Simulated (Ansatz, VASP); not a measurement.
# NaHf3: VASP beside Ansatz

```
CELL_PARAMETERS angstrom
4.49368 0.00000 0.00000
0.00000 4.49368 0.00000
0.00000 0.00000 4.49368
ATOMIC_POSITIONS crystal
Na 0.00000 0.00000 0.00000
Hf 0.00000 0.50000 0.50000
Hf 0.50000 0.00000 0.50000
Hf 0.50000 0.50000 0.00000
```

Alike in both runs: functional PBE; k mesh 10 × 10 × 10; occupations gaussian, width 0.1 eV; no spin polarisation.

Ansatz relaxed the structure, and its values are those at the end. VASP's run is a single point on that final structure, the one shown.

|  | VASP | Ansatz |
| --- | --- | --- |
| version | VASP 6.6.1 | Ansatz 0.2.0 |
| potentials or method | VASP PAW PBE potentials, release 64 (Na_pv, Hf_pv), cutoff 520 eV | scalar-relativistic, plane waves, PAW |
| valence electrons in the cell | 37 | 87 |

Ansatz gave:

| Property | Result |
| --- | --- |
| gap on the k mesh at the Fermi level (eV) | none |
| pressure (GPa) | 0.0 |

Task: What did VASP give for the same quantities?

Result: gap on the k mesh at the Fermi level (eV): none; pressure (GPa): -0.2.

A gap of «none» marks a metal or a gap that the smearing closes. The functional is the same, so the differences come from potentials, cutoffs and numerics. VASP's potentials hold 37 valence electrons a cell and Ansatz's 87, so a difference there can come from the potentials and not from the codes.

Neither program's run includes spin-orbit coupling.
